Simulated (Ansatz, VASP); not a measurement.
AsSe4: VASP beside Ansatz

```xyz
5
Lattice="-3.2019 3.2019 3.2019 3.2019 -3.2019 3.2019 3.2019 3.2019 -3.2019" Properties=species:S:1:pos:R:3 pbc="T T T"
As    0.0000    0.0000    0.0000
Se    1.6009    1.6009    1.6009
Se   -1.6009    1.6009    1.6009
Se    1.6009    1.6009   -1.6009
Se    1.6009   -1.6009    1.6009
```

Change from the starting cell: species swapped into the Hg4Pt type (Im-3m, No. 229).

Alike in both runs: task single point; functional PBE; k mesh 4 × 4 × 4; occupations gaussian, width 0.1 eV; no spin polarisation.

|  | VASP | Ansatz |
| --- | --- | --- |
| version | VASP 6.6.1 | Ansatz 0.2.0 |
| potentials or method | VASP PAW PBE potentials, release 64 (As, Se), cutoff 520 eV | scalar-relativistic, plane waves, PAW |
| valence electrons in the cell | 29 | 79 |

```csv
,VASP,Ansatz,Ansatz less VASP
gap on the k mesh at the Fermi level (eV),none,none,-
pressure (GPa),-2.8,-2.8,-0.02
```

A gap of «none» marks a metal or a gap that the smearing closes. VASP's potentials hold 29 valence electrons a cell and Ansatz's 79, so a difference there can come from the potentials and not from the codes.
